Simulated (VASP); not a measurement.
# BN (I-4m2) in VASP: notebook

Runs on BN. Level: r2SCAN. Tasks: single point.

Program: VASP 6.6.1. These are calculated values, not measurements. Logs are shortened: lines on timing, memory, paths and dates and some standing lists are left out, and cuts for length are marked.

### Step 1. The cell of the first run

The structure is tetragonal, space group I-4m2 (No. 119). The conventional cell has a = 2.413 Å, b = 2.413 Å, c = 4.095 Å, α = 90.00°, β = 90.00°, γ = 90.00°. B (site symmetry -4m2) has 4 N at 1.58 Å within 2.1 Å. Within 2.1 Å of N (site symmetry -4m2) lie 4 B at 1.58 Å.

### Step 2. Single point, r2SCAN

Input file POSCAR:

```
BN
1.0
    0.0000000000      1.7060992614      2.0473191137
    1.7060992614      0.0000000000      2.0473191137
    1.7060992614      1.7060992614      0.0000000000
B N
1 1
Direct
    0.0000000000      0.0000000000      0.0000000000
    0.7500000000      0.7500000000      0.7500000000
```

Input file INCAR.step1:

```
ALGO = Normal
EDIFF = 1E-5
ENCUT = 1460
GGA = PE
GGA_COMPAT = F
ISMEAR = 0
LASPH = T
LCHARG = F
LREAL = F
LWAVE = T
NBANDS = 11
NELM = 120
PREC = Accurate
SIGMA = 0.05
```

Input file INCAR.step2:

```
ALGO = Normal
EDIFF = 1E-6
ENCUT = 1460
GGA_COMPAT = F
ISIF = 2
ISMEAR = 0
ISTART = 1
LASPH = T
LCHARG = F
LMIXTAU = T
LREAL = F
LWAVE = F
METAGGA = R2SCAN
NBANDS = 11
NELM = 120
PREC = Accurate
SIGMA = 0.05
```

Input file KPOINTS:

```
k-points
0
Gamma
  12 12 12
```

Potentials or basis: VASP PAW PBE potentials, release 64 (B_h, N_h).

On the command line:

```bash
cat potpaw_PBE.64/B_h/POTCAR potpaw_PBE.64/N_h/POTCAR > POTCAR
cp INCAR.step1 INCAR
mpirun -np 1 vasp_std > vasp.out
cp INCAR.step2 INCAR
mpirun -np 1 vasp_std > vasp.out
```

OUTCAR:

```text
EDIFF = 1E-6
   ENCUT = 1460
   ISIF = 2
   ISMEAR = 0
   ISTART = 1
   LASPH = T
   LREAL = F
   METAGGA = R2SCAN
   NELM = 120
   PREC = Accurate

 ion  position               nearest neighbor table
   1  0.000  0.000  0.000-
   2  0.750  0.750  0.750-

  LATTYP: Found a body centered tetragonal cell.
 ALAT       =     2.4127887142
 C/A-ratio  =     1.6970562749

  Lattice vectors:

 A1 = (  -1.7060992614,   0.0000000000,   2.0473191137)
 A2 = (   1.7060992614,   0.0000000000,   2.0473191137)
 A3 = (   0.0000000000,   1.7060992614,  -2.0473191137)

Analysis of symmetry for initial positions (statically):
=====================================================================
 Subroutine PRICEL returns:
 Original cell was already a primitive cell.

 Routine SETGRP: Setting up the symmetry group for a
 body centered tetragonal supercell.

 Subroutine GETGRP returns: Found  8 space group operations
 (whereof  8 operations were pure point group operations)
 out of a pool of 16 trial point group operations.

The static configuration has the point symmetry D_2d.

Analysis of symmetry for dynamics (positions and initial velocities):
=====================================================================
 Subroutine PRICEL returns:
 Original cell was already a primitive cell.

 Routine SETGRP: Setting up the symmetry group for a
 body centered tetragonal supercell.

 Subroutine GETGRP returns: Found  8 space group operations
 (whereof  8 operations were pure point group operations)
 out of a pool of 16 trial point group operations.

The dynamic configuration has the point symmetry D_2d.

 Subroutine INISYM returns: Found  8 space group operations
 (whereof  8 operations are pure point group operations),
 and found     1 'primitive' translations

----------------------------------------------------------------------------------------

                                     Primitive cell

  volume of cell :      11.9186

  direct lattice vectors                    reciprocal lattice vectors
     0.000000000  1.706099261  2.047319114    -0.293066184  0.293066184  0.244221820
     1.706099261  0.000000000  2.047319114     0.293066184 -0.293066184  0.244221820
     1.706099261  1.706099261  0.000000000     0.293066184  0.293066184 -0.244221820

  length of vectors
     2.665012241  2.665012241  2.412788714     0.481061195  0.481061195  0.481061195

  position of ions in fractional coordinates (direct lattice)
     0.000000000  0.000000000  0.000000000
     0.750000000  0.750000000  0.750000000

  ion indices of the primitive-cell ions
   primitive index   ion index
                 1           1
                 2           2

----------------------------------------------------------------------------------------

 KPOINTS: k-points

Automatic generation of k-mesh.
 Grid dimensions read from file:
 generate k-points for:   12   12   12

 Generating k-lattice:

  Cartesian coordinates                     Fractional coordinates (reciprocal lattice)
    -0.024422182  0.024422182  0.020351818     0.083333333  0.000000000  0.000000000
     0.024422182 -0.024422182  0.020351818     0.000000000  0.083333333  0.000000000
     0.024422182  0.024422182 -0.020351818    -0.000000000 -0.000000000  0.083333333

  Length of vectors
     0.040088433  0.040088433  0.040088433

  Shift w.r.t. Gamma in fractional coordinates (k-lattice)
     0.000000000  0.000000000  0.000000000

 Subroutine IBZKPT returns following result:
 ===========================================

 Found    163 irreducible k-points:

 Following reciprocal coordinates:
            Coordinates               Weight
  0.000000  0.000000  0.000000      1.000000
  0.083333  0.000000  0.000000      8.000000
  0.166667  0.000000  0.000000      8.000000
  0.250000 -0.000000  0.000000      8.000000
  0.333333  0.000000  0.000000      8.000000
  0.416667  0.000000  0.000000      8.000000
[... 16 lines left out ...]
  0.500000  0.166667  0.000000      8.000000
 -0.416667  0.166667  0.000000      8.000000
 [... further k-points ...]
   k-points           NKPTS =    163   k-points in BZ     NKDIM =    163   number of bands    NBANDS=     11
   number of dos      NEDOS =    301   number of ions     NIONS =      2
   total plane-waves  NPLWV =  38880
   dimension x,y,z NGX =    36 NGY =   36 NGZ =   30
   dimension x,y,z NGXF=    72 NGYF=   72 NGZF=   60
   ions per type =               1   1
   NGX,Y,Z   is equivalent  to a cutoff of  22.46, 22.46, 20.67 a.u.
   NGXF,Y,Z  is equivalent  to a cutoff of  44.91, 44.91, 41.34 a.u.
 SYSTEM =  unknown system
   PREC   = accura    normal or accurate (medium, high low for compatibility)
   ISTART =      1    job   : 0-new  1-cont  2-samecut
   ICHARG =      0    charge: 1-file 2-atom 10-const
   ISPIN  =      1    spin polarized calculation?
   LNONCOLLINEAR =      F non collinear calculations
   LSORBIT =      F    spin-orbit coupling
   LASPH  =      T    aspherical Exc in radial PAW
   ENCUT  = 1460.0 eV 107.31 Ry   10.36 a.u.   8.30  8.30  7.52*2*pi/ulx,y,z
   NELM   =    120;   NELMIN=  2; NELMDL=  0     # of ELM steps
   EDIFF  = 0.1E-05   stopping-criterion for ELM
   LREAL  =      F    real-space projection
   EDIFFG = 0.1E-04   stopping-criterion for IOM
   NSW    =      0    number of steps for IOM
   IBRION =     -1    ionic relax: 0-MD 1-quasi-New 2-CG
   NFREE  =      0    steps in history (QN), initial steepest desc. (CG)
   ISIF   =      2    stress and relaxation
   ISYM   =      2    0-nonsym 1-usesym 2-fastsym
   POTIM  = 0.5000    time-step for ionic-motion
   TEBEG  =    0.0;   TEEND  =   0.0 temperature during run
   PSTRESS=    0.0 pullay stress
   NELECT =       8.0000    total number of electrons
   NUPDOWN=      -1.0000    fix difference up-down
   EMIN   =  10.00;   EMAX   =-10.00  energy-range for DOS
   EFERMI =   0.00;   METHOD = LEGACY
   ISMEAR =     0;   SIGMA  =   0.05  broadening in eV -4-tet -1-fermi 0-gaus
   EFERMI_NEDOS =   21; number of points for ismear=-14 and -15
   IALGO  =     38    algorithm
   IMIX   =      4    mixing-type and parameters
     AMIX     =   0.40;   BMIX     =  1.00
     AMIX_MAG =   1.60;   BMIX_MAG =  1.00
  volume/ion in A,a.u.               =       5.96        40.22
  Fermi-wavevector in a.u.,A,eV,Ry     =   1.433387  2.708709 27.954506  2.054598
  Thomas-Fermi vector in A             =   2.552911
   LORBIT       =      0    0 simple, 1 ext, 2 COOP (PROOUT), +10 PAW based schemes
   METAGGA = R2SCAN    functional components
   LHFCALC =     F    Hartree Fock is set to
   AEXX    =    0.0000 exact exchange contribution
   IVDW    =     0    specifies the selected vdW correction
   LEPSILON=     F    determine dielectric tensor
   LRPA    =     F    only Hartree local field effects (RPA)
 non-spin polarized calculation
 Gauss-broadening in eV      SIGMA  =   0.05
  energy-cutoff  :     1460.00
  volume of cell :       11.92
 maximum number of plane-waves:      1535
 NGX is ok and might be reduce to    36

 number of electron       8.0000000 magnetization

 Free energy of the ion-electron system (eV)
  ---------------------------------------------------
  ext. energy  EPLUGINS =         0.00000000
  ---------------------------------------------------
  free energy    TOTEN  =       -18.58253204 eV

  energy without entropy =      -18.58253204  energy(sigma->0) =      -18.58253204

 E-fermi :  10.0820     XC(G=0): -13.7371

 val. band max:        9.6879691095   @ k =   0.0000   0.0000   0.0000
 cond. band min:      12.9662168169   @ k =   0.5000   0.0000   0.5000
 fundamental gap:      3.2782477074
 Fermi energy:        10.0820176303

 k-point     1 :       0.0000    0.0000    0.0000
  band No.  band energies     occupation
      1     -12.2962      2.00000
      2       7.2575      2.00000
      3       9.6880      2.00000
      4       9.6880      2.00000
      5      18.2197      0.00000
      6      18.2197      0.00000
      7      19.2421      0.00000
      8      19.5685      0.00000
      9      31.2529      0.00000
     10      33.6862      0.00000
     11      35.0825      0.00000

 k-point     2 :       0.0833    0.0000    0.0000
  band No.  band energies     occupation
      1     -12.1187      2.00000
      2       6.8715      2.00000
      3       8.9253      2.00000
      4       9.5789      2.00000
      5      17.8954      0.00000
      6      18.5087      0.00000
      7      19.6549      0.00000
      8      20.3675      0.00000
      9      30.5852      0.00000
     10      34.5595      0.00000
     11      35.9952      0.00000

 k-point     3 :       0.1667    0.0000    0.0000
  band No.  band energies     occupation
      1     -11.5931      2.00000
      2       5.5082      2.00000
      3       7.5722      2.00000
      4       9.3153      2.00000
      5      17.4107      0.00000
      6      19.2493      0.00000
      7      20.4892      0.00000
      8      21.9160      0.00000
      9      30.3422      0.00000
     10      34.8052      0.00000
     11      36.8066      0.00000

 k-point     4 :       0.2500   -0.0000    0.0000
  band No.  band energies     occupation
      1     -10.7461      2.00000
      2       3.2471      2.00000
      3       6.6030      2.00000
      4       9.0181      2.00000
      5      16.9232      0.00000
      6      20.1362      0.00000
      7      21.3599      0.00000
      8      23.3983      0.00000
      9      30.9962      0.00000
     10      35.0054      0.00000
     11      35.4378      0.00000

 k-point     5 :       0.3333    0.0000    0.0000
  band No.  band energies     occupation
      1      -9.6479      2.00000
      2       0.8437      2.00000
      3       5.9264      2.00000
      4       8.7747      2.00000
      5      16.4896      0.00000
      6      20.8426      0.00000
      7      22.1007      0.00000
      8      24.4680      0.00000
      9      31.9021      0.00000
     10      35.2641      0.00000
     11      35.7596      0.00000
[... 211 lines left out ...]
 k-point    21 :       0.3333    0.1667    0.0000
  band No.  band energies     occupation
      1     -10.2478      2.00000
      2       2.3638      2.00000
      3       5.6356      2.00000
      4       7.5515      2.00000
      5      19.0139      0.00000
      6      20.7508      0.00000
      7      22.5411      0.00000
      8      23.8855      0.00000
      9      27.7622      0.00000
     10      35.1586      0.00000
     11      39.8523      0.00000

 k-point    22 :       0.4167    0.1667    0.0000
  band No.  band energies     occupation
      1      -9.1912      2.00000
      2       0.7256      2.00000
      3       4.2570      2.00000
      4       7.5068      2.00000
      5      18.9091      0.00000
      6      21.0763      0.00000
      7      22.9905      0.00000
      8      25.1257      0.00000
      9      29.8280      0.00000
     10      34.6941      0.00000
     11      39.2248      0.00000

 k-point    23 :       0.5000    0.1667    0.0000
  band No.  band energies     occupation
      1      -8.1200      2.00000
      2      -0.8248      2.00000
      3       3.4210      2.00000
      4       7.6848      2.00000
      5      18.7527      0.00000
      6      21.5035      0.00000
      7      22.9389      0.00000
      8      25.7392      0.00000
      9      31.5867      0.00000
     10      34.8710      0.00000
     11      38.1669      0.00000

 k-point    24 :      -0.4167    0.1667    0.0000
  band No.  band energies     occupation
      1      -7.6017      2.00000
      2      -1.4864      2.00000
      3       3.0810      2.00000
      4       8.0485      2.00000
      5      18.6962      0.00000
      6      21.9393      0.00000
      7      22.5020      0.00000
      8      25.1632      0.00000
      9      32.7063      0.00000
     10      35.6545      0.00000
     11      35.9757      0.00000

 [... further k-points ...]

------------------------ aborting loop because EDIFF is reached ----------------------------------------

  FORCE on cell =-STRESS in cart. coord.  units (eV):
  Direction    XX          YY          ZZ          XY          YZ          ZX
  --------------------------------------------------------------------------------------
  -------------------------------------------------------------------------------------
  Total        3.2732293      3.2732293     -7.6271433      0.0000000      0.0000000      0.0000000
  in kB      440.0103500    440.0103500  -1025.2938773      0.0000000      0.0000000      0.0000000
  external PRESSURE =     -48.4243924 kB  Pullay stress =       0.0000000 kB

 VOLUME and BASIS-vectors are now :
 -----------------------------------------------------------------------------
  energy-cutoff  :     1460.00
  volume of cell :       11.92
      direct lattice vectors                 reciprocal lattice vectors
     0.000000000  1.706099261  2.047319114    -0.293066184  0.293066184  0.244221820
     1.706099261  0.000000000  2.047319114     0.293066184 -0.293066184  0.244221820
     1.706099261  1.706099261  0.000000000     0.293066184  0.293066184 -0.244221820

 POSITION                                       TOTAL-FORCE (eV/Angst)
 -----------------------------------------------------------------------------------
      0.00000      0.00000      0.00000         0.000000     -0.000000     -0.000000
      2.55915      2.55915      3.07098        -0.000000      0.000000      0.000000
 -----------------------------------------------------------------------------------
    total drift:                               -0.000862     -0.000862      0.000273

  FREE ENERGIE OF THE ION-ELECTRON SYSTEM (eV)
  ---------------------------------------------------
  free  energy   TOTEN  =       -18.5825320433 eV

  energy  without entropy=      -18.5825320433  energy(sigma->0) =      -18.58253204
```

Run time: 9.5 min. Hardware: 1 thread of AMD EPYC 7R43 (Zen 3), shared host; peak memory 0.21 GiB.

Results:

```yaml
Free_energy: -18.5825 eV
Pressure: -4.8 GPa
Band_gap_on_the_k_mesh: 3.28 eV (least direct gap 7.51 eV)
```

Levels at points of the mesh, in eV from the valence-band top:
| k point | band 1 | band 2 | band 3 | band 4 | band 5 | band 6 | band 7 | band 8 | band 9 |
| --- | --- | --- | --- | --- | --- | --- | --- | --- | --- |
| (0.00, 0.00, 0.00) | -21.98 | -2.43 | 0.00 | 0.00 | 8.53 | 8.53 | 9.55 | 9.88 | 21.56 |
| (0.50, 0.00, 0.00) | -17.61 | -11.72 | -4.33 | -1.12 | 6.40 | 11.63 | 13.13 | 15.52 | 23.29 |
| (0.50, 0.50, 0.00) | -17.64 | -11.74 | -3.96 | -3.96 | 6.63 | 11.92 | 17.62 | 17.62 | 18.49 |
| (0.50, 0.00, 0.50) | -15.49 | -9.11 | -6.46 | -6.42 | 3.28 | 7.69 | 15.80 | 18.27 | 21.43 |

Caveat: the stress differs along the axes, from -103 to 44 GPa; the PAW data sets were made with another functional, which shifts forces and pressure a little. A k mesh can miss the band edges.

### Step 3. Single point, r2SCAN

This run uses another cell than the first one, of the same volume but with other edges.

Input file POSCAR:

```
BN
1.0
    0.0000000000      1.9139256747      1.6268368235
    1.9139256747      0.0000000000      1.6268368235
    1.9139256747      1.9139256747      0.0000000000
B N
1 1
Direct
    0.0000000000      0.0000000000      0.0000000000
    0.7500000000      0.7500000000      0.7500000000
```

Input file INCAR.step1:

```
SYSTEM = BN
PREC = Accurate
ENCUT = 1460
ISMEAR = 0
SIGMA = 0.05
LREAL = .FALSE.
LASPH = .TRUE.
NELM = 120
NBANDS = 11
GGA = PE
ALGO = Normal
EDIFF = 1E-5
LWAVE = .TRUE.
LCHARG = .FALSE.
GGA_COMPAT = .FALSE.
```

Input file INCAR.step2:

```
SYSTEM = BN
PREC = Accurate
ENCUT = 1460
EDIFF = 1E-6
ISMEAR = 0
SIGMA = 0.05
LREAL = .FALSE.
LASPH = .TRUE.
NELM = 120
ALGO = Normal
ISIF = 2
LWAVE = .FALSE.
LCHARG = .FALSE.
METAGGA = R2SCAN
LMIXTAU = .TRUE.
NBANDS = 11
ISTART = 1
GGA_COMPAT = .FALSE.
```

Input file KPOINTS:

```
Automatic mesh
0
G
  12 12 12
  0 0 0
```

Potentials or basis: VASP PAW PBE potentials, release 64 (B_h, N_h).

On the command line:

```bash
cat potpaw_PBE.64/B_h/POTCAR potpaw_PBE.64/N_h/POTCAR > POTCAR
cp INCAR.step1 INCAR
mpirun -np 1 vasp_std > vasp.out
cp INCAR.step2 INCAR
mpirun -np 1 vasp_std > vasp.out
```

OUTCAR:

```text
SYSTEM = BN
   PREC = Accurate
   ENCUT = 1460
   EDIFF = 1E-6
   ISMEAR = 0
   LREAL = .FALSE.
   LASPH = .TRUE.
   NELM = 120
   ISIF = 2
   METAGGA = R2SCAN
   ISTART = 1

 ion  position               nearest neighbor table
   1  0.000  0.000  0.000-
   2  0.750  0.750  0.750-

  LATTYP: Found a body centered tetragonal cell.
 ALAT       =     2.7066996465
 C/A-ratio  =     1.2020815280

  Lattice vectors:

[... 520 lines left out ...]

 [... further k-points ...]

------------------------ aborting loop because EDIFF is reached ----------------------------------------

  FORCE on cell =-STRESS in cart. coord.  units (eV):
  Direction    XX          YY          ZZ          XY          YZ          ZX
  --------------------------------------------------------------------------------------
  -------------------------------------------------------------------------------------
  Total       -2.4851846     -2.4851846      3.6059029      0.0000000     -0.0000000     -0.0000000
  in kB     -334.0758704   -334.0758704    484.7306497      0.0000000     -0.0000000     -0.0000000
  external PRESSURE =     -61.1403637 kB  Pullay stress =       0.0000000 kB

 VOLUME and BASIS-vectors are now :
 -----------------------------------------------------------------------------
  energy-cutoff  :     1460.00
  volume of cell :       11.92
      direct lattice vectors                 reciprocal lattice vectors
     0.000000000  1.913925675  1.626836823    -0.261243165  0.261243165  0.307344899
     1.913925675  0.000000000  1.626836823     0.261243165 -0.261243165  0.307344899
     1.913925675  1.913925675  0.000000000     0.261243165  0.261243165 -0.307344899

 POSITION                                       TOTAL-FORCE (eV/Angst)
 -----------------------------------------------------------------------------------
      0.00000      0.00000      0.00000        -0.000000     -0.000000      0.000000
      2.87089      2.87089      2.44026         0.000000      0.000000      0.000000
 -----------------------------------------------------------------------------------
    total drift:                                0.000771      0.000771     -0.000001

  FREE ENERGIE OF THE ION-ELECTRON SYSTEM (eV)
  ---------------------------------------------------
  free  energy   TOTEN  =       -18.8428589465 eV

  energy  without entropy=      -18.8428589465  energy(sigma->0) =      -18.84285895
```

OUTCAR.step1:

```text
SYSTEM = BN
   PREC = Accurate
   ENCUT = 1460
   ISMEAR = 0
   LREAL = .FALSE.
   LASPH = .TRUE.
[... 558 lines left out ...]
      0.00000      0.00000      0.00000         0.000000      0.000000      0.000000
      2.87089      2.87089      2.44026        -0.000000     -0.000000     -0.000000
 -----------------------------------------------------------------------------------
    total drift:                                0.000000      0.000000      0.000000

  FREE ENERGIE OF THE ION-ELECTRON SYSTEM (eV)
  ---------------------------------------------------
  free  energy   TOTEN  =       -17.1300460055 eV

  energy  without entropy=      -17.1300460055  energy(sigma->0) =      -17.13004601
```

Wall time 4.5 min (1 thread of Intel Xeon Platinum 8375C at 2.90GHz (Ice Lake), shared host); peak memory 0.24 GiB.

Results:

| Property | Result |
| --- | --- |
| Free energy | -18.8429 eV |
| Pressure | -6.1 GPa |
| Band gap on the k mesh | 2.59 eV (least direct gap 8.16 eV) |

Levels at points of the mesh, in eV from the valence-band top:
```
           k point  band 2  band 3  band 4  band 5  band 6  band 7
(0.00, 0.00, 0.00)   -1.25   -1.25    0.00    8.16    9.30    9.30
(0.50, 0.00, 0.00)  -11.75   -3.91   -1.75    7.71    9.63   13.32
(0.50, 0.50, 0.00)   -8.36   -7.23   -7.23    2.59    6.31   18.34
(0.50, 0.00, 0.50)  -10.84   -4.98   -4.86    5.31   10.46   16.22
```

Caveat: the stress differs along the axes, from -33 to 48 GPa; the PAW data sets were made with another functional, which shifts forces and pressure a little. A k mesh can miss the band edges.
